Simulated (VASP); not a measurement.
Wanted: the native input for a VASP 6.6.1 run.

- Task: single point
- Functional: PBE
- Potentials or basis: VASP PAW PBE potentials, release 64 (Zr_sv)
- Cutoff: 520 eV
- k mesh: 8 × 8 × 4
- Occupations: fermi-dirac, width 0.05 eV
- Spin: no spin polarisation
- Dipole correction: no
- Further INCAR settings: ALGO = Normal; EDIFF = 1e-07; NBANDS = 19

The structure of Zr lies in POSCAR:

```
Zr
1.0
    3.2320000000      0.0000000000      0.0000000000
   -1.6160000000      2.7989941050      0.0000000000
    0.0000000000      0.0000000000      5.3528800000
Zr
2
Direct
    0.6666666667      0.3333333333      0.7500000000
    0.3333333333      0.6666666667      0.2500000000
```

These files were run (other wordings do the same):

INCAR

```
PREC = Accurate ; ENCUT = 520
EDIFF = 1E-7 ; ISMEAR = -1
SIGMA = 0.05 ; LREAL = False
LASPH = True ; NELM = 60
ALGO = Normal ; ISIF = 2
LWAVE = False ; LCHARG = True
GGA = PE ; LELF = True
LVHAR = True ; NBANDS = 19
```

KPOINTS

```
Automatic mesh
0
Gamma
  8 8 4
```

Potentials or basis: VASP PAW PBE potentials, release 64 (Zr_sv).

Run with:

```console
$ cat potpaw_PBE.64/Zr_sv/POTCAR > POTCAR
$ mpirun -np 1 vasp_std > vasp.out
```

It gave:

| Quantity | Value |
| --- | --- |
| Pressure | -3.0 GPa |
| Band gap on the k mesh | zero (bands 12 and 13 overlap by 0.82 eV) |

Run time: 15 s on 1 thread of Intel(R) Xeon(R) Platinum 8488C (Sapphire Rapids), with other jobs on the host, peak memory 0.16 GiB.
